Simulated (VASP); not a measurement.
MgI2, 3 atoms in the cell. It takes space group P-3m1 (No. 164, trigonal). The conventional cell has a = 4.295 Å, b = 4.295 Å, c = 7.975 Å, α = 90.00°, β = 90.00°, γ = 120.00°. Mg (site symmetry -3m) has 6 I at 2.99 Å within 3.9 Å. Within 3.9 Å of I (site symmetry 3m) lie 3 Mg at 2.99 Å. 

* Program: VASP 6.6.1
* Task: single point
* Functional: PBE
* Potentials or basis: VASP PAW PBE potentials, release 64 (Mg, I)
* Cutoff: 520 eV
* k mesh: 6 × 6 × 4
* Occupations: gaussian, width 0.05 eV
* Spin: no spin polarisation
* Dipole correction: no
* Further INCAR settings: ALGO = Normal; EDIFF = 1e-06; NBANDS = 15

Potentials or basis: VASP PAW PBE potentials, release 64 (Mg, I).

Launch:

```console
$ cat potpaw_PBE.64/Mg/POTCAR potpaw_PBE.64/I/POTCAR > POTCAR
$ mpirun -np 1 vasp_std > vasp.out
```

Hardware: 1 thread of AMD EPYC 9R45 96-Core Processor (Zen 5) (shared host).

Task: How long does it take, and how much memory?

Result: It took 20 s on 1 thread of AMD EPYC 9R45 96-Core Processor (Zen 5), on a shared host, peak memory 0.22 GiB. Counts: scf iterations 12, k points 24.
